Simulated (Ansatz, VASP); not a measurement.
# One calculation of Ir, two programs

```
Ir
1.0
     4.26947    0.00000    0.00000
    -2.13473    3.69747    0.00000
     0.00000    0.00000    4.89428
Ir
4
Direct
  0.00000 0.00000 0.25000
  0.00000 0.00000 0.75000
  0.33333 0.66667 0.75000
  0.66667 0.33333 0.25000
```

Alike in both runs: functional PBE; k mesh 12 × 12 × 10; occupations gaussian, width 0.1 eV; no spin polarisation.

Ansatz relaxed the structure, and its values are those at the end. VASP's run is a single point on that final structure, the one shown.

```csv
,VASP,Ansatz
version,VASP 6.6.1,Ansatz 0.2.0
potentials or method,"VASP PAW PBE potentials, release 64 (Ir), cutoff 520 eV","scalar-relativistic, plane waves, PAW"
valence electrons in the cell,36,68
```

|  | VASP | Ansatz | Ansatz less VASP |
| --- | --- | --- | --- |
| gap on the k mesh at the Fermi level (eV) | none | none | - |
| pressure (GPa) | 0.0 | 0.0 | 0.00 |

A gap of «none» marks a metal or a gap that the smearing closes. The functional is the same, so the differences come from potentials, cutoffs and numerics. VASP's potentials hold 36 valence electrons a cell and Ansatz's 68, so a difference there can come from the potentials and not from the codes.

Neither program's run includes spin-orbit coupling.
